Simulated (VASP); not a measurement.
A run of VASP 6.6.1:

File INCAR:

```
PREC     = Accurate       # precision mode
ENCUT    = 520            # plane-wave cutoff, eV
EDIFF    = 1E-6           # SCF threshold, eV
ISMEAR   = 0              # smearing method
SIGMA    = 0.1            # smearing width, eV
LREAL    = False          # projectors in reciprocal space
LASPH    = True           # aspherical terms in the spheres
NELM     = 150            # most SCF steps
ALGO     = Normal         # electronic algorithm
ISIF     = 2              # what is computed and relaxed
LWAVE    = False          # write WAVECAR
LCHARG   = True           # write CHGCAR
ISPIN    = 2              # spin polarisation
MAGMOM   = 1 0 0 0 0      # initial moments
LORBIT   = 11             # projections on sites
LMAXMIX  = 4              # l up to which the mixer works
GGA      = PE             # functional
LELF     = True           # ELF
LVHAR    = True         
NBANDS   = 26             # bands
```

KPOINTS

```
Automatic mesh
0
Gamma
  4 4 4
```

The input POSCAR:

```
TiAl3F
1.0
    4.1344894500      0.0000000000      0.0000000000
    0.0000000000      4.1344894500      0.0000000000
    0.0000000000      0.0000000000      4.1344894500
Ti Al F
1 3 1
Direct
    0.0000000000      0.0000000000      0.0000000000
    0.0000000000      0.5000000000      0.5000000000
    0.5000000000      0.0000000000      0.5000000000
    0.5000000000      0.5000000000      0.0000000000
    0.5000000000      0.5000000000      0.5000000000
```

Potentials or basis: VASP PAW PBE potentials, release 64 (Ti_sv, Al, F).

Run with:

```sh
$ cat potpaw_PBE.64/Ti_sv/POTCAR potpaw_PBE.64/Al/POTCAR potpaw_PBE.64/F/POTCAR > POTCAR
$ mpirun -np 1 vasp_std > vasp.out
```

Hardware: 1 thread of AMD EPYC 9R45 96-Core Processor (Zen 5), on a shared host.

Task: Estimate the wall time of this run.

Result: Run time: 21 s on 1 thread of AMD EPYC 9R45 96-Core Processor (Zen 5) (shared host), peak memory 0.18 GiB. Counts: scf iterations 15, k points 10.
